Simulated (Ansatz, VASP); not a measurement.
# One calculation of BN, two programs

```
B N
1.0
     2.50399    0.00000    0.00000
    -1.25200    2.16852    0.00000
     0.00000    0.00000    6.66120
B N
2 2
Direct
  0.33333 0.66667 0.25000
  0.66667 0.33333 0.75000
  0.27569 0.63785 0.75000
  0.60902 0.30451 0.25000
```

Change from the starting cell: all N atoms moved +0.125 Å, as atom 3 towards its neighbour atom 2 (B) at 1.446 Å.

Alike in both runs: task single point; functional LDA; k mesh 12 × 12 × 4; occupations gaussian, width 0.05 eV; no spin polarisation.

|  | VASP | Ansatz |
| --- | --- | --- |
| version | VASP 6.6.1 | Ansatz 0.2.0 |
| potentials or method | VASP PAW LDA potentials, release 64 (B, N), cutoff 520 eV | scalar-relativistic, plane waves, PAW |
| valence electrons in the cell | 16 | 16 |

|  | VASP | Ansatz | Ansatz less VASP |
| --- | --- | --- | --- |
| gap on the k mesh at the Fermi level (eV) | 3.65 | 3.66 | +0.011 |
| least direct gap on the mesh (eV) | 4.17 | 4.18 | +0.015 |
| pressure (GPa) | 1.7 | 1.4 | -0.32 |
| traceless stress, the component that is largest in VASP (GPa) | 2.60 | 2.40 | -0.206 |
| rms of the force components (eV/Å) | 3.046 | 3.057 | +0.0110 |

LDA's correlation is that of Perdew and Zunger in VASP and of Perdew and Wang (1992) in Ansatz. Atom by atom the forces differ by 0.011 eV/Å (rms over components).
